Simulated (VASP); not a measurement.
Crystal: Hf3Ta2O.

```
CELL_PARAMETERS angstrom
5.63067 0.00000 0.00000
-2.81533 4.87630 0.00000
0.00000 0.00000 3.40135
ATOMIC_POSITIONS crystal
Hf 0.50000 0.00000 0.50000
Hf 0.50000 0.50000 0.50000
Hf 0.00000 0.50000 0.50000
Ta 0.33333 0.66667 0.00000
Ta 0.66667 0.33333 0.00000
O 0.00000 0.00000 0.00000
```

The cell was generated, and may not be a known phase.

| Item | Value |
| --- | --- |
| Program | VASP 6.6.1 |
| Task | relaxation of cell and atoms |
| Functional | PBE |
| Potentials or basis | VASP PAW PBE potentials, release 64 (Hf_pv, Ta_pv, O) |
| Cutoff | 600 eV |
| k mesh | 6 × 6 × 6 |
| Occupations | gaussian, width 0.1 eV |
| Spin | no spin polarisation |

At the start: pressure 86.9 GPa; volume 15.57 Å³/atom.

Task: Where does the relaxation end?

Result: Over 11 steps the energy falls by 1842.0 meV/atom and the volume is 22.63 Å³/atom (+45.4 %); space group P6/mmm (No. 191, to 0.1 Å) before and after.

Step by step:
```
step  energy change (eV)  largest force (eV/Å)  pressure (GPa)  volume (Å³)
   1              0.0000                0.0000           86.91        93.39
   2              0.0192                0.0000          -19.02       257.80
   3            -10.4522                0.0000           -5.07       152.53
   4            -10.5445                0.0000           -2.60       147.77
   5            -10.5606                0.0000           -1.13       145.18
   6            -10.8260                0.0000           -1.38       142.70
   7            -11.0399                0.0000           -1.34       138.34
   8            -11.0446                0.0000           -1.26       137.60
   9            -11.0443                0.0000           -1.27       137.77
  10            -11.0395                0.0000            1.71       133.36
  11            -11.0522                0.0000            0.01       135.80
```

Final structure:
```
Hf Ta O
1.0
     5.90488    0.00000    0.00000
    -2.95244    5.11378    0.00000
     0.00000    0.00000    4.49720
Hf Ta O
3 2 1
Direct
  0.50000 0.00000 0.50000
  0.50000 0.50000 0.50000
  0.00000 0.50000 0.50000
  0.33333 0.66667 0.00000
  0.66667 0.33333 0.00000
  0.00000 0.00000 0.00000
```

Caveat: the volume moved by over 15 % at a fixed basis, so the end points are rough.
